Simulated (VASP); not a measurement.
IrRh2: single point with PBE

IrRh2:

```
Ir Rh
1.0
     4.33621    0.00000    0.00000
    -2.16810    3.75526    0.00000
     0.00000    0.00000    2.66888
Ir Rh
1 2
Cartesian
  0.0000 0.0000 0.0000
  0.0000 2.5035 1.3344
  2.1681 1.2518 1.3344
```

```
Program                : VASP 6.6.1
Task                   : single point
Functional             : PBE
Potentials or basis    : VASP PAW PBE potentials, release 64 (Ir, Rh_pv)
Cutoff                 : 520 eV
k mesh                 : 12 × 12 × 18
Occupations            : gaussian, width 0.1 eV
Spin                   : no spin polarisation
Dipole correction      : no
Further INCAR settings : ALGO = Fast; EDIFF = 1e-06; NBANDS = 26
```

```
Pressure : 0.2 GPa
```

Levels at points of the mesh, in eV from the Fermi level:
```tsv
k point	band 17	band 18	band 19	band 20	band 21	band 22	band 23	band 24
(0.00, 0.00, 0.00)	-1.72	-1.72	-1.66	-1.66	0.88	0.88	7.69	7.83
(0.50, 0.00, 0.00)	-1.44	-0.28	0.00	0.13	0.21	0.34	0.71	0.88
(0.00, 0.00, 0.50)	0.17	0.17	0.45	0.45	1.34	3.14	3.31	9.26
(0.50, 0.00, 0.50)	-1.13	-0.55	0.25	0.82	1.04	2.57	3.13	6.43
```

Run time: 2 min on 1 thread of Intel Xeon 6975P-C, on a shared host, peak memory 0.31 GiB.

Caveat: spin-orbit coupling is left out, which moves the levels of the heavy elements.
